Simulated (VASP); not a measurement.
Wanted: the native input for a VASP 6.6.1 run.

```
Task                   : single point
Functional             : PBE
Potentials or basis    : VASP PAW PBE potentials, release 64 (O, H, C)
Cutoff                 : 520 eV
k mesh                 : 1 × 1 × 1
Occupations            : fermi-dirac, width 0.05 eV
Spin                   : no spin polarisation
Dipole correction      : no
Further INCAR settings : LREAL = Auto; ALGO = Normal; EDIFF = 1e-06; NBANDS = 37
```

The structure of H8CO6 lies in POSCAR:

```
H8CO6
1.0
    5.4117130000      0.0000000000      0.0000000000
    0.0000000000      5.6180870000      0.0000000000
    0.0000000000      0.0000000000      5.4245180000
O H C
6 8 1
Direct
    0.4392878928      0.1008528348      0.2206463321
    0.1433926744      0.8683204799      0.4984405988
    0.7148568300      0.5693397058      0.3677008722
    0.6493507693      0.7819031638      0.8591546751
    0.1595982640      0.5698736954      0.9701875816
   -0.0961433099      0.2580415718      0.8546197100
    0.4927829691      0.0099144068      0.0673423888
    0.3025474559      0.0061230807      0.2974273475
    0.2357479046      0.7991332281      0.6383239949
    0.0432395436      0.7379914195      0.4453667589
    0.6589780352      0.3985876331      0.3771394988
    0.6432159281      0.6414639004      0.2241673822
    0.6391137150      0.6743220602      0.7139251819
    0.8123860227      0.8520159976      0.8100811906
    0.0361068667      0.4073272628      0.9170400024
```

These files were run (other wordings do the same):

INCAR

```
  ALGO = Normal
  EDIFF = 1E-6
  ENCUT = 520
  GGA = PE
  ISIF = 2
  ISMEAR = -1
  LASPH = T
  LCHARG = T
  LELF = T
  LREAL = Auto
  LVHAR = T
  LWAVE = F
  NBANDS = 37
  NELM = 100
  PREC = Accurate
  SIGMA = 0.05
```

KPOINTS

```
k-points
0
Gamma
  1 1 1
```

Potentials or basis: VASP PAW PBE potentials, release 64 (O, H, C).

The run is started by

```console
$ cat potpaw_PBE.64/O/POTCAR potpaw_PBE.64/H/POTCAR potpaw_PBE.64/C/POTCAR > POTCAR
$ mpirun -np 1 vasp_gam > vasp.out
```

It gave:

```yaml
Pressure: 0.7 GPa
Largest_force: 2.251 eV/Å
```

Caveat: the k points lie up to 1.16 Å⁻¹ apart; the atoms stand as in a frame of molecular dynamics.

It took 19 s on 1 thread of Intel Xeon 8259CL (shared host), peak memory 0.23 GiB.
